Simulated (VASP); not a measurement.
# ZnO (P6_3mc) in VASP: a series of runs

ZnO is run at these levels: PBE; tasks: single point.

Everything below comes from runs of VASP 6.6.1. Logs are shortened: lines on timing, memory, paths and dates and some standing lists are left out, and cuts for length are marked.

## 1. The cell of the first run

The structure is hexagonal, space group P6_3mc (No. 186). Conventional cell: a = 3.249 Å, b = 3.249 Å, c = 5.204 Å, α = 90.00°, β = 90.00°, γ = 120.00°. Zn (site symmetry 3m) has 4 O at 1.97 to 1.99 Å within 2.6 Å. O (site symmetry 3m) has 4 Zn at 1.97 to 1.99 Å within 2.6 Å.

## 2. Single point, PBE

File INCAR:

```
SYSTEM = ZnO
ALGO = Normal
EDIFF = 1E-6
ENCUT = 520
GGA = PE
ISIF = 2
ISMEAR = -1
LASPH = .True.
LCHARG = .False.
LREAL = .False.
LWAVE = .False.
NBANDS = 26
NELM = 80
PREC = Accurate
SIGMA = 0.02
```

File KPOINTS:

```
k-points
0
Gamma
  11 11 6
  0 0 0
```

File POSCAR:

```
ZnO
1.0
    3.2493987239      0.0000000000      0.0000000000
   -1.6246993619      2.8140618419      0.0000000000
    0.0000000000      0.0000000000      5.2038000000
Zn O
2 2
Direct
    0.3333333333      0.6666666667      0.0000000000
    0.6666666667      0.3333333333      0.5000000000
    0.3333333333      0.6666666667      0.3821000000
    0.6666666667      0.3333333333      0.8821000000
```

Potentials or basis: VASP PAW PBE potentials, release 64 (Zn, O).

Run with:

```
$ cat potpaw_PBE.64/Zn/POTCAR potpaw_PBE.64/O/POTCAR > POTCAR
$ mpirun -np 1 vasp_std > vasp.out
```

OUTCAR:

```text
SYSTEM = ZnO
   EDIFF = 1E-6
   ENCUT = 520
   GGA = PE
   ISIF = 2
   ISMEAR = -1
   LASPH = .True.
   LREAL = .False.
   NELM = 80
   PREC = Accurate

 ion  position               nearest neighbor table
   1  0.333  0.667  0.000-   4 1.97   4 1.97   4 1.97   3 1.99
   2  0.667  0.333  0.500-   3 1.97   3 1.97   3 1.97   4 1.99
   3  0.333  0.667  0.382-   2 1.97   2 1.97   2 1.97   1 1.99
   4  0.667  0.333  0.882-   1 1.97   1 1.97   1 1.97   2 1.99

  LATTYP: Found a hexagonal cell.
 ALAT       =     3.2493987239
 C/A-ratio  =     1.6014655148

  Lattice vectors:

 A1 = (   3.2493987239,   0.0000000000,   0.0000000000)
 A2 = (  -1.6246993619,   2.8140618419,   0.0000000000)
 A3 = (   0.0000000000,   0.0000000000,   5.2038000000)

Analysis of symmetry for initial positions (statically):
=====================================================================
 Subroutine PRICEL returns:
 Original cell was already a primitive cell.

 Routine SETGRP: Setting up the symmetry group for a
 hexagonal supercell.

 Subroutine GETGRP returns: Found 12 space group operations
 (whereof  6 operations were pure point group operations)
 out of a pool of 24 trial point group operations.

The static configuration has the point symmetry C_3v.
 The point group associated with its full space group is C_6v.

Analysis of symmetry for dynamics (positions and initial velocities):
=====================================================================
 Subroutine PRICEL returns:
 Original cell was already a primitive cell.

 Routine SETGRP: Setting up the symmetry group for a
 hexagonal supercell.

 Subroutine GETGRP returns: Found 12 space group operations
 (whereof  6 operations were pure point group operations)
 out of a pool of 24 trial point group operations.

The dynamic configuration has the point symmetry C_3v.
 The point group associated with its full space group is C_6v.

 Subroutine INISYM returns: Found 12 space group operations
 (whereof  6 operations are pure point group operations),
 and found     1 'primitive' translations

----------------------------------------------------------------------------------------

                                     Primitive cell

  volume of cell :      47.5836

  direct lattice vectors                    reciprocal lattice vectors
     3.249398724  0.000000000  0.000000000     0.307749244  0.177679109  0.000000000
    -1.624699362  2.814061842  0.000000000     0.000000000  0.355358217  0.000000000
     0.000000000  0.000000000  5.203800000     0.000000000  0.000000000  0.192167262

  length of vectors
     3.249398724  3.249398724  5.203800000     0.355358217  0.355358217  0.192167262

  position of ions in fractional coordinates (direct lattice)
     0.333333333  0.666666667  0.000000000
     0.666666667  0.333333333  0.500000000
     0.333333333  0.666666667  0.382100000
     0.666666667  0.333333333  0.882100000

  ion indices of the primitive-cell ions
   primitive index   ion index
                 1           1
                 2           2
                 3           3
                 4           4

----------------------------------------------------------------------------------------

 KPOINTS: k-points

Automatic generation of k-mesh.
 Grid dimensions read from file:
 generate k-points for:   11   11    6

 Generating k-lattice:

  Cartesian coordinates                     Fractional coordinates (reciprocal lattice)
     0.027977204  0.016152646  0.000000000     0.090909091  0.000000000  0.000000000
     0.000000000  0.032305292  0.000000000     0.000000000  0.090909091  0.000000000
     0.000000000  0.000000000  0.032027877     0.000000000  0.000000000  0.166666667

  Length of vectors
     0.032305292  0.032305292  0.032027877

  Shift w.r.t. Gamma in fractional coordinates (k-lattice)
     0.000000000  0.000000000  0.000000000

 Subroutine IBZKPT returns following result:
 ===========================================

 Found     64 irreducible k-points:

 Following reciprocal coordinates:
            Coordinates               Weight
  0.000000  0.000000  0.000000      1.000000
  0.090909  0.000000  0.000000      6.000000
  0.181818  0.000000  0.000000      6.000000
  0.272727  0.000000  0.000000      6.000000
  0.363636  0.000000  0.000000      6.000000
  0.454545  0.000000  0.000000      6.000000
[... 16 lines left out ...]
  0.090909  0.090909  0.166667     12.000000
  0.181818  0.090909  0.166667     24.000000
 [... further k-points ...]
   k-points           NKPTS =     64   k-points in BZ     NKDIM =     64   number of bands    NBANDS=     26
   number of dos      NEDOS =    301   number of ions     NIONS =      4
   total plane-waves  NPLWV =  23040
   dimension x,y,z NGX =    24 NGY =   24 NGZ =   40
   dimension x,y,z NGXF=    48 NGYF=   48 NGZF=   80
   ions per type =               2   2
   NGX,Y,Z   is equivalent  to a cutoff of  12.28, 12.28, 12.78 a.u.
   NGXF,Y,Z  is equivalent  to a cutoff of  24.56, 24.56, 25.56 a.u.
 SYSTEM =  ZnO
   PREC   = accura    normal or accurate (medium, high low for compatibility)
   ISTART =      0    job   : 0-new  1-cont  2-samecut
   ICHARG =      2    charge: 1-file 2-atom 10-const
   ISPIN  =      1    spin polarized calculation?
   LNONCOLLINEAR =      F non collinear calculations
   LSORBIT =      F    spin-orbit coupling
   LASPH  =      T    aspherical Exc in radial PAW
   ENCUT  =  520.0 eV  38.22 Ry    6.18 a.u.   6.04  6.04  9.68*2*pi/ulx,y,z
   NELM   =     80;   NELMIN=  2; NELMDL= -5     # of ELM steps
   EDIFF  = 0.1E-05   stopping-criterion for ELM
   LREAL  =      F    real-space projection
   EDIFFG = 0.1E-04   stopping-criterion for IOM
   NSW    =      0    number of steps for IOM
   IBRION =     -1    ionic relax: 0-MD 1-quasi-New 2-CG
   NFREE  =      0    steps in history (QN), initial steepest desc. (CG)
   ISIF   =      2    stress and relaxation
   ISYM   =      2    0-nonsym 1-usesym 2-fastsym
   POTIM  = 0.5000    time-step for ionic-motion
   TEBEG  =    0.0;   TEEND  =   0.0 temperature during run
   PSTRESS=    0.0 pullay stress
   NELECT =      36.0000    total number of electrons
   NUPDOWN=      -1.0000    fix difference up-down
   EMIN   =  10.00;   EMAX   =-10.00  energy-range for DOS
   EFERMI =   0.00;   METHOD = LEGACY
   ISMEAR =    -1;   SIGMA  =   0.02  broadening in eV -4-tet -1-fermi 0-gaus
   EFERMI_NEDOS =   21; number of points for ismear=-14 and -15
   IALGO  =     38    algorithm
   IMIX   =      4    mixing-type and parameters
     AMIX     =   0.40;   BMIX     =  1.00
     AMIX_MAG =   1.60;   BMIX_MAG =  1.00
  volume/ion in A,a.u.               =      11.90        80.28
  Fermi-wavevector in a.u.,A,eV,Ry     =   1.491729  2.818959 30.276436  2.225255
  Thomas-Fermi vector in A             =   2.604347
   LORBIT       =      0    0 simple, 1 ext, 2 COOP (PROOUT), +10 PAW based schemes
   GGA     = PE    functional components
   LHFCALC =     F    Hartree Fock is set to
   AEXX    =    0.0000 exact exchange contribution
   IVDW    =     0    specifies the selected vdW correction
   LEPSILON=     F    determine dielectric tensor
   LRPA    =     F    only Hartree local field effects (RPA)
 non-spin polarized calculation
  energy-cutoff  :      520.00
  volume of cell :       47.58
 maximum number of plane-waves:      1300
   NGX = 13   NGY = 13   NGZ = 19

 number of electron      36.0000016 magnetization

 Free energy of the ion-electron system (eV)
  ---------------------------------------------------
  ext. energy  EPLUGINS =         0.00000000
  ---------------------------------------------------
  free energy    TOTEN  =       -17.82235718 eV

  energy without entropy =      -17.82235718  energy(sigma->0) =      -17.82235718

 E-fermi :   1.6042     XC(G=0): -10.9130

 val. band max:        1.2078925515   @ k =   0.0000   0.0000   0.0000
 cond. band min:       1.9976579943   @ k =   0.0000   0.0000   0.0000
 fundamental gap:      0.7897654428
 Fermi energy:         1.6042028503

 k-point     1 :       0.0000    0.0000    0.0000
  band No.  band energies     occupation
      1     -16.8870      2.00000
      2     -16.1575      2.00000
      3      -4.5000      2.00000
      4      -4.5000      2.00000
      5      -4.4129      2.00000
      6      -4.4041      2.00000
[... 18 lines left out ...]
     25      15.3183      0.00000
     26      15.3183      0.00000

 k-point     2 :       0.0909    0.0000    0.0000
  band No.  band energies     occupation
      1     -16.8416      2.00000
      2     -16.1375      2.00000
      3      -4.5527      2.00000
      4      -4.4724      2.00000
      5      -4.3855      2.00000
      6      -4.3504      2.00000
[... 18 lines left out ...]
     25      15.4335      0.00000
     26      15.4360      0.00000

 k-point     3 :       0.1818    0.0000    0.0000
  band No.  band energies     occupation
      1     -16.7154      2.00000
      2     -16.0857      2.00000
      3      -4.6702      2.00000
      4      -4.4012      2.00000
      5      -4.3798      2.00000
      6      -4.2868      2.00000
[... 18 lines left out ...]
     25      15.1476      0.00000
     26      15.5334      0.00000

 k-point     4 :       0.2727    0.0000    0.0000
  band No.  band energies     occupation
      1     -16.5374      2.00000
      2     -16.0248      2.00000
      3      -4.7740      2.00000
      4      -4.4176      2.00000
      5      -4.3184      2.00000
      6      -4.1659      2.00000
[... 18 lines left out ...]
     25      14.6112      0.00000
     26      15.3610      0.00000
[... 496 lines left out ...]
      1     -16.2042      2.00000
      2     -15.9911      2.00000
      3      -4.7859      2.00000
      4      -4.6199      2.00000
      5      -4.2039      2.00000
      6      -3.9219      2.00000
[... 18 lines left out ...]
     25      14.5377      0.00000
     26      15.3482      0.00000

 k-point    23 :       0.0909    0.0909    0.1667
  band No.  band energies     occupation
      1     -16.7133      2.00000
      2     -16.1467      2.00000
      3      -4.6469      2.00000
      4      -4.5182      2.00000
      5      -4.3922      2.00000
      6      -4.3622      2.00000
[... 18 lines left out ...]
     25      14.3395      0.00000
     26      15.4589      0.00000

 k-point    24 :       0.1818    0.0909    0.1667
  band No.  band energies     occupation
      1     -16.5662      2.00000
      2     -16.0828      2.00000
      3      -4.7395      2.00000
      4      -4.5217      2.00000
      5      -4.3373      2.00000
      6      -4.2667      2.00000
[... 18 lines left out ...]
     25      14.2501      0.00000
     26      15.7551      0.00000

 [... further k-points ...]

------------------------ aborting loop because EDIFF is reached ----------------------------------------

  FORCE on cell =-STRESS in cart. coord.  units (eV):
  Direction    XX          YY          ZZ          XY          YZ          ZX
  --------------------------------------------------------------------------------------
  -------------------------------------------------------------------------------------
  Total        1.7699261      1.7699261      1.8473407      0.0000000     -0.0000000      0.0000000
  in kB       59.5948138     59.5948138     62.2014245      0.0000000     -0.0000000      0.0000000
  external PRESSURE =      60.4636840 kB  Pullay stress =       0.0000000 kB

 VOLUME and BASIS-vectors are now :
 -----------------------------------------------------------------------------
  energy-cutoff  :      520.00
  volume of cell :       47.58
      direct lattice vectors                 reciprocal lattice vectors
     3.249398724  0.000000000  0.000000000     0.307749244  0.177679109  0.000000000
    -1.624699362  2.814061842  0.000000000     0.000000000  0.355358217  0.000000000
     0.000000000  0.000000000  5.203800000     0.000000000  0.000000000  0.192167262

 POSITION                                       TOTAL-FORCE (eV/Angst)
 -----------------------------------------------------------------------------------
     -0.00000      1.87604      0.00000        -0.000000      0.000000      0.032760
      1.62470      0.93802      2.60190         0.000000      0.000000      0.032760
     -0.00000      1.87604      1.98837        -0.000000      0.000000     -0.032760
      1.62470      0.93802      4.59027         0.000000      0.000000     -0.032760
 -----------------------------------------------------------------------------------
    total drift:                               -0.000000     -0.000000     -0.000080

  FREE ENERGIE OF THE ION-ELECTRON SYSTEM (eV)
  ---------------------------------------------------
  free  energy   TOTEN  =       -17.8223571807 eV

  energy  without entropy=      -17.8223571807  energy(sigma->0) =      -17.82235718
```

It took 88 s on 1 thread of AMD EPYC 7R43 (Zen 3), shared host; peak memory 0.15 GiB.

Results:

| Property | Result |
| --- | --- |
| Free energy | -17.8224 eV |
| Pressure | 6.0 GPa |
| Largest force | 0.033 eV/Å |
| Band gap on the k mesh | 0.79 eV, direct |

Forces in eV/Å, atoms in the order of the input:
```
Zn   0.000  0.000  0.033
Zn   0.000  0.000  0.033
O    0.000  0.000 -0.033
O    0.000  0.000 -0.033
```

Levels at points of the mesh, in eV from the valence-band top:
| k point | band 16 | band 17 | band 18 | band 19 | band 20 | band 21 |
| --- | --- | --- | --- | --- | --- | --- |
| (0.00, 0.00, 0.00) | -0.09 | 0.00 | 0.00 | 0.79 | 5.19 | 8.25 |
| (0.00, 0.00, 0.50) | -0.39 | -0.39 | -0.39 | 3.46 | 3.46 | 10.09 |

Expect the measured gap to be larger: semilocal functionals such as PBE lack the derivative discontinuity.

## 3. Single point, PBE (volume scaled by 0.96)

File INCAR:

```
SYSTEM = ZnO
ALGO = Normal ; EDIFF = 1E-6
ENCUT = 520 ; GGA = PE
ISIF = 2 ; ISMEAR = -1
LASPH = .TRUE. ; LCHARG = .TRUE.
LELF = .TRUE. ; LREAL = .FALSE.
LVHAR = .TRUE. ; LWAVE = .FALSE.
NBANDS = 26 ; NELM = 60
PREC = Accurate ; SIGMA = 0.02
```

File KPOINTS:

```
k-points
0
G
  11 11 6
  0 0 0
```

File POSCAR:

```
ZnO
1.0
    3.2054825469      0.0000000000      0.0000000000
   -1.6027412734      2.7760293170      0.0000000000
    0.0000000000      0.0000000000      5.1334697570
Zn O
2 2
Direct
    0.3333333333      0.6666666667      0.0000000000
    0.6666666667      0.3333333333      0.5000000000
    0.3333333333      0.6666666667      0.3821000000
    0.6666666667      0.3333333333      0.8821000000
```

Potentials or basis: VASP PAW PBE potentials, release 64 (Zn, O).

Run with:

```
$ cat potpaw_PBE.64/Zn/POTCAR potpaw_PBE.64/O/POTCAR > POTCAR
$ mpirun -np 1 vasp_std > vasp.out
```

Wall time 49 s (1 thread of Intel Xeon Platinum 8375C at 2.90GHz (Ice Lake), shared host); peak memory 0.2 GiB.

Results (log left out):

- Free energy: -17.7096 eV
- Pressure: 13.0 GPa
- Largest force: 0.034 eV/Å
- Band gap on the k mesh: 0.85 eV, direct

Forces on the atoms (eV/Å):
```
Zn   0.000  0.000  0.034
Zn   0.000  0.000  0.034
O    0.000  0.000 -0.034
O    0.000  0.000 -0.034
```

Levels at points of the mesh, in eV from the valence-band top:
| k point | band 16 | band 17 | band 18 | band 19 | band 20 | band 21 |
| --- | --- | --- | --- | --- | --- | --- |
| (0.00, 0.00, 0.00) | -0.11 | 0.00 | 0.00 | 0.85 | 5.34 | 8.39 |
| (0.00, 0.00, 0.50) | -0.41 | -0.41 | -0.41 | 3.55 | 3.55 | 10.26 |

## 4. Single point, PBE (volume scaled by 0.99)

File INCAR:

```
SYSTEM = ZnO
PREC = Accurate
ENCUT = 520
EDIFF = 1E-7
ISMEAR = -1
SIGMA = 0.02
LREAL = .False.
LASPH = .True.
NELM = 100
ALGO = Normal
ISIF = 2
LWAVE = .False.
LCHARG = .False.
GGA = PE
NBANDS = 26
```

File KPOINTS:

```
regular mesh
0
Gamma
  11 11 6
  0 0 0
```

File POSCAR:

```
ZnO
1.0
    3.2385310885      0.0000000000      0.0000000000
   -1.6192655442      2.8046501935      0.0000000000
    0.0000000000      0.0000000000      5.1863958566
Zn O
2 2
Direct
    0.3333333333      0.6666666667      0.0000000000
    0.6666666667      0.3333333333      0.5000000000
    0.3333333333      0.6666666667      0.3821000000
    0.6666666667      0.3333333333      0.8821000000
```

Run with:

```
$ cat potpaw_PBE.64/Zn/POTCAR potpaw_PBE.64/O/POTCAR > POTCAR
$ mpirun -np 1 vasp_std > vasp.out
```

Wall time 49 s (1 thread of Intel Xeon Platinum 8375C at 2.90GHz (Ice Lake), shared host); peak memory 0.19 GiB.

The run converged. Its results:

```yaml
Free_energy: -17.8017 eV
Pressure: 7.6 GPa
Largest_force: 0.033 eV/Å
Band_gap_on_the_k_mesh: 0.80 eV, direct
```

Forces in eV/Å, atoms in the order of the input:
```
Zn   0.000  0.000  0.033
Zn   0.000  0.000  0.033
O    0.000  0.000 -0.033
O    0.000  0.000 -0.033
```

Stress tensor (GPa, compression positive):
```
7.54 0.00 0.00
0.00 7.54 0.00
0.00 0.00 7.75
```

Levels at points of the mesh, in eV from the valence-band top:
| k point | band 14 | band 15 | band 16 | band 17 | band 18 | band 19 | band 20 | band 21 | band 22 | band 23 |
| --- | --- | --- | --- | --- | --- | --- | --- | --- | --- | --- |
| (0.00, 0.00, 0.00) | -0.80 | -0.80 | -0.10 | 0.00 | 0.00 | 0.80 | 5.23 | 8.28 | 12.89 | 12.89 |
| (0.00, 0.00, 0.50) | -2.24 | -0.39 | -0.39 | -0.39 | -0.39 | 3.48 | 3.48 | 10.13 | 10.13 | 13.18 |

(Part 1 of 2 ends here.)
